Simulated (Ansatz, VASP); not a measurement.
# One calculation of AlGeS6, two programs

INCAR

```
PREC = Accurate ; ENCUT = 600
EDIFF = 1E-6 ; ISMEAR = 0
SIGMA = 0.1 ; LREAL = F
LASPH = T ; NELM = 100
ALGO = Normal ; ISIF = 3
LWAVE = F ; LCHARG = F
GGA = PE ; IBRION = 2
NSW = 90 ; EDIFFG = -0.04
```

KPOINTS

```
Automatic mesh
0
Gamma
  4 4 4
```

File POSCAR:

```
AlGeS6
1.0
    0.0000000000      4.4289884100      4.4289884100
    4.4289884100      0.0000000000      4.4289884100
    4.4289884100      4.4289884100      0.0000000000
Al Ge S
1 1 6
Direct
    0.5000000000      0.5000000000      0.5000000000
    0.0000000000      0.0000000000      0.0000000000
    0.5000000000      0.0000000000      0.0000000000
    0.0000000000      0.5000000000      0.5000000000
    0.0000000000      0.5000000000      0.0000000000
    0.5000000000      0.0000000000      0.5000000000
    0.0000000000      0.0000000000      0.5000000000
    0.5000000000      0.5000000000      0.0000000000
```

Input for Ansatz:

```yaml
crystal:
  lattice:
    - [0.0, 4.42898841, 4.42898841]
    - [4.42898841, 0.0, 4.42898841]
    - [4.42898841, 4.42898841, 0.0]
  atoms:
    - { symbol: Al, position: [0.5, 0.5, 0.5] }
    - { symbol: Ge, position: [0.0, 0.0, 0.0] }
    - { symbol: S, position: [0.5, 0.0, 0.0] }
    - { symbol: S, position: [0.0, 0.5, 0.5] }
    - { symbol: S, position: [0.0, 0.5, 0.0] }
    - { symbol: S, position: [0.5, 0.0, 0.5] }
    - { symbol: S, position: [0.0, 0.0, 0.5] }
    - { symbol: S, position: [0.5, 0.5, 0.0] }
basis:
  ecutwfc: 420
kpoints:
  mp_grid: { grid: [4, 4, 4] }
hamiltonian:
  xc: pbe
scf:
  occupations: { method: gaussian, width: 0.1 }
  lower_state_search: "off"
output:
  forces: true
  stress: true
  eigenvalues: true
relax:
  adjacent_minimum: "off"
  f_tol: 0.04
  max_steps: 70
  cell: { stress_tol: 0.4 }
```

Change from the starting cell: species swapped into the MnCuPt6 type (Fm-3m, No. 225).

Alike in both runs: task relaxation of cell and atoms; functional PBE; k mesh 4 × 4 × 4; occupations gaussian, width 0.1 eV; no spin polarisation.

```csv
,VASP,Ansatz
version,VASP 6.6.1,Ansatz 0.2.0
potentials or method,"VASP PAW PBE potentials, release 64 (Al, Ge_d, S), cutoff 600 eV","scalar-relativistic, plane waves, PAW"
valence electrons in the cell,53,53
```

VASP gave:

| Item | Value |
| --- | --- |
| gap on the k mesh at the Fermi level, each at its own relaxed structure (eV) | none |
| relaxed volume (Å³/atom) | 16.93 |
| relaxed cell length with the largest relative difference (Å) | 5.764 |

Problem. Estimate Ansatz's values.

Solution. gap on the k mesh at the Fermi level, each at its own relaxed structure (eV): none; relaxed volume (Å³/atom): 16.90; relaxed cell length with the largest relative difference (Å): 5.762.

A gap of «none» marks a metal or a gap that the smearing closes.

Noted on VASP's run: the volume moved by over 15 % at a fixed basis, so the end points are rough.
